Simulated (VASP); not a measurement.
The system is TiO2.

```
CELL_PARAMETERS angstrom
2.70603 -2.70666 0.00000
2.70603 2.70666 0.00000
-2.63353 0.00000 4.79664
ATOMIC_POSITIONS crystal
Ti 0.13411 0.86589 0.25000
Ti 0.86589 0.13411 0.75000
O 0.33122 0.08876 0.66715
O 0.66878 0.91124 0.33285
O 0.91124 0.66878 0.83285
O 0.08876 0.33122 0.16715
```

* Program: VASP 6.6.1
* Task: relaxation of cell and atoms
* Functional: LDA
* Potentials or basis: VASP PAW LDA potentials, release 64 (Ti_sv, O)
* Cutoff: 600 eV
* k mesh: 8 × 8 × 6
* Occupations: gaussian, width 0.02 eV
* Spin: no spin polarisation

At the start: pressure -12.1 GPa; volume 11.71 Å³/atom.

**Question.** Where does the relaxation end?

**Answer.** Over 21 steps the energy falls by 27.5 meV/atom and the volume is 11.05 Å³/atom (-5.6 %); space group C2/c (No. 15, to 0.1 Å) before, I4_1/amd (No. 141, to 0.1 Å).

Step by step:
```tsv
step	energy change (eV)	largest force (eV/Å)	pressure (GPa)	volume (Å³)
1	0.0000	0.3147	-12.13	70.26
2	0.1547	0.8429	21.27	61.63
3	-0.1569	0.1336	-0.36	66.50
4	-0.1569	0.1350	-0.09	66.43
5	-0.1605	0.1073	0.07	66.28
6	-0.1605	0.1077	0.07	66.28
7	-0.1616	0.0760	0.04	66.29
8	-0.1625	0.0533	0.00	66.31
9	-0.1635	0.0169	0.01	66.32
10	-0.1642	0.0526	0.03	66.33
11	-0.1647	0.0212	-0.08	66.36
12	-0.1647	0.0210	-0.08	66.36
13	-0.1648	0.0207	0.15	66.30
14	-0.1648	0.0214	0.16	66.30
15	-0.1648	0.0206	0.14	66.31
16	-0.1650	0.0191	-0.01	66.35
17	-0.1650	0.0192	-0.07	66.37
18	-0.1651	0.0151	-0.05	66.36
19	-0.1652	0.0186	0.02	66.33
20	-0.1653	0.0101	0.04	66.32
21	-0.1653	0.0047	0.05	66.32
```

Final structure:
```cif
data_structure
_symmetry_space_group_name_H-M 'P 1'
_symmetry_Int_Tables_number 1
_cell_length_a 3.7455
_cell_length_b 3.7455
_cell_length_c 5.4192
_cell_angle_alpha 110.221
_cell_angle_beta 110.221
_cell_angle_gamma 90.006
_cell_volume 66.32
loop_
_atom_site_label
_atom_site_type_symbol
_atom_site_fract_x
_atom_site_fract_y
_atom_site_fract_z
_atom_site_occupancy
Ti1 Ti 0.12503 0.87497 0.25000 1
Ti2 Ti 0.87497 0.12503 0.75000 1
O1 O 0.33325 0.08331 0.66642 1
O2 O 0.66675 0.91669 0.33358 1
O3 O 0.91669 0.66675 0.83358 1
O4 O 0.08331 0.33325 0.16642 1
```
